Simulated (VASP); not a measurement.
Sb6N: single point with PBE

Crystal: Sb6N.

```
Sb N
1.0
     0.00000    4.64044    4.64044
     4.64044    0.00000    4.64044
     4.64044    4.64044    0.00000
Sb N
6 1
Direct
  0.50000 0.50000 0.00000
  0.50000 0.00000 0.50000
  0.00000 0.00000 0.50000
  0.00000 0.50000 0.00000
  0.00000 0.50000 0.50000
  0.50000 0.00000 0.00000
  0.00000 0.00000 0.00000
```

The cell was built from a structure type or drawn by symmetry, and may not be a known phase.

```yaml
Program: VASP 6.6.1
Task: single point
Functional: PBE
Potentials_or_basis: VASP PAW PBE potentials, release 64 (Sb, N)
Cutoff: 520 eV
k_mesh: 4 × 4 × 4
Occupations: gaussian, width 0.1 eV
Spin: no spin polarisation
```

The pressure is -4.4 GPa. The band gap on the k mesh is zero (an odd number of electrons rules out a gap without spin polarisation).

Levels at points of the mesh, in eV from the Fermi level:
| k point | band 14 | band 15 | band 16 | band 17 | band 18 | band 19 | band 20 | band 21 |
| --- | --- | --- | --- | --- | --- | --- | --- | --- |
| (0.00, 0.00, 0.00) | -3.83 | 0.27 | 0.27 | 0.27 | 1.27 | 1.27 | 1.27 | 1.95 |
| (0.50, 0.00, 0.00) | -1.28 | -0.75 | -0.69 | -0.01 | -0.01 | 0.04 | 0.04 | 0.60 |
| (0.50, 0.50, 0.00) | -1.20 | -1.11 | -0.54 | -0.54 | -0.45 | -0.45 | -0.42 | 0.07 |

Wall time 2.9 min on 1 thread of Intel Xeon 8259CL (shared host), peak memory 0.35 GiB.

Caveat: the cell stands under tension; spin-orbit coupling is left out, which moves the levels of the heavy elements.
